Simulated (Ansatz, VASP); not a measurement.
Given: the input of a run of VASP 6.6.1 on GaN.

POSCAR

```
GaN
1.0
    0.0000000000      2.2074978911      2.2074978911
    2.2074978911      0.0000000000      2.2074978911
    2.2074978911      2.2074978911      0.0000000000
Ga N
1 1
Direct
    0.0000000000      0.0000000000      0.0000000000
    0.2500000000      0.2500000000      0.2500000000
```

INCAR.step1

```
PREC = Accurate ; ENCUT = 910
EDIFF = 1E-5 ; ISMEAR = -1
SIGMA = 0.05 ; LREAL = F
LASPH = T ; NELM = 120
ALGO = Normal ; ISIF = 2
LWAVE = T ; LCHARG = F
NBANDS = 16 ; GGA = PE
GGA_COMPAT = F
```

INCAR.step2

```
PREC = Accurate ; ENCUT = 910
EDIFF = 1E-6 ; ISMEAR = -1
SIGMA = 0.05 ; LREAL = F
LASPH = T ; NELM = 120
ALGO = Normal ; ISIF = 2
LWAVE = F ; LCHARG = F
GGA = B5 ; LHFCALC = T
AEXX = 0.2 ; AGGAX = 0.72
AGGAC = 0.81 ; ALDAC = 0.19
PRECFOCK = Normal ; NBANDS = 16
ISTART = 1 ; GGA_COMPAT = F
```

Contents of KPOINTS:

```
Automatic mesh
0
Gamma
  5 5 5
```

Potentials or basis: VASP PAW PBE potentials, release 64 (Ga_d, N_h).

The run is started by

```console
$ cat potpaw_PBE.64/Ga_d/POTCAR potpaw_PBE.64/N_h/POTCAR > POTCAR
$ cp INCAR.step1 INCAR
$ mpirun -np 1 vasp_std > vasp.out
$ cp INCAR.step2 INCAR
$ mpirun -np 1 vasp_std > vasp.out
```

Translate it to Ansatz 0.2.0. Potentials there: Ansatz PAW.

As run (the cutoff follows the program's own potentials):

Contents of input.yaml:

```yaml
crystal:
  lattice:
    - [0.0, 2.2074978911, 2.2074978911]
    - [2.2074978911, 0.0, 2.2074978911]
    - [2.2074978911, 2.2074978911, 0.0]
  atoms:
    - { symbol: Ga, position: [0.0, 0.0, 0.0] }
    - { symbol: "N", position: [0.25, 0.25, 0.25] }
hamiltonian:
  xc: b3lyp5
  pseudopotentials: { kind: paw }
kpoints:
  mp_grid: { grid: [5, 5, 5] }
scf:
  occupations: { method: fermi_dirac, width: 0.05 }
output:
  forces: true
  stress: true
  eigenvalues: true
```

Potentials or basis: Ansatz PAW.

The run is started by

```bash
$ ansatz run input.yaml --threads 2 --pin off --max-ram 5632MiB --backend cpu --events-out ev --progress --plain --runs-dir out
```

Both were run:

|  | VASP | Ansatz | Ansatz less VASP |
| --- | --- | --- | --- |
| gap on the k mesh at the Fermi level (eV) | 3.90 | 3.87 | -0.025 |
| least direct gap on the mesh (eV) | 3.90 | 3.87 | -0.025 |

VASP's potentials were made for PBE, not for B3LYP5.

The k mesh is coarse, so the values compare programs but aren't converged. Noted on VASP's run: the cutoff is short for stress, so the pressure is rough. Noted on Ansatz's run: odd divisions of the mesh miss points on the zone boundary, where band edges often lie, so the gap on the mesh can be too wide.
